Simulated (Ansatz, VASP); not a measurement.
**GaP: VASP beside Ansatz**

```
Ga P
1.0
     0.00000    2.72541    2.72541
     2.72541    0.00000    2.72541
     2.72541    2.72541    0.00000
Ga P
1 1
Direct
  0.00000 0.00000 0.00000
  0.25000 0.25000 0.25000
```

Alike in both runs: task single point; functional PBEsol; k mesh 6 × 6 × 6; no spin polarisation.

|  | VASP | Ansatz |
| --- | --- | --- |
| version | VASP 6.6.1 | Ansatz 0.2.0 |
| potentials or method | VASP PAW PBE potentials, release 64 (Ga_d, P) | plane waves |
| plane-wave cutoff (eV) | 520 | 420 |
| occupations | gaussian, width 0.01 eV | fixed |
| valence electrons in the cell | 18 | 18 |

```tsv
	VASP	Ansatz	Ansatz less VASP
gap on the k mesh at the Fermi level (eV)	1.51	1.51	-0.003
pressure (GPa)	-0.6	-0.5	+0.05
```

VASP's potentials were made for PBE, not for PBEsol.
